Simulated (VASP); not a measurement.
MgS:

```xyz
2
Lattice="-0.0983 2.8175 2.8175 2.8175 -0.0983 2.8175 2.8175 2.8175 -0.0983" Properties=species:S:1:pos:R:3 pbc="T T T"
Mg   -0.0175   -0.0175   -0.0175
S     1.4017    1.4017    1.4017
```

This cell differs from its parent crystal: epitaxial 111 strain +3.0%.

Base run:

| Quantity | Value |
| --- | --- |
| Program | VASP 6.6.1 |
| Functional | PBE |
| Potentials or basis | VASP PAW PBE potentials, release 64 (Mg, S) |
| Cutoff | 520 eV |
| k mesh | 8 × 8 × 8 |
| Occupations | fermi-dirac, width 0.02 eV |
| Spin | no spin polarisation |

Its results: band gap on the k mesh 3.06 eV, direct; pressure -1.2 GPa; largest force 0.009 eV/Å.

Question: The run is repeated on the same cell with these changes: functional from PBE to r2SCAN; occupations from fermi-dirac, width 0.02 eV to gaussian, width 0.01 eV. What comes out?

Answer: Band gap on the k mesh 3.71 eV, direct; pressure -2.4 GPa; largest force 0.004 eV/Å.

Caveats: the PAW data sets were made with another functional, which shifts forces and pressure a little (some runs).

A k mesh can miss the band edges.
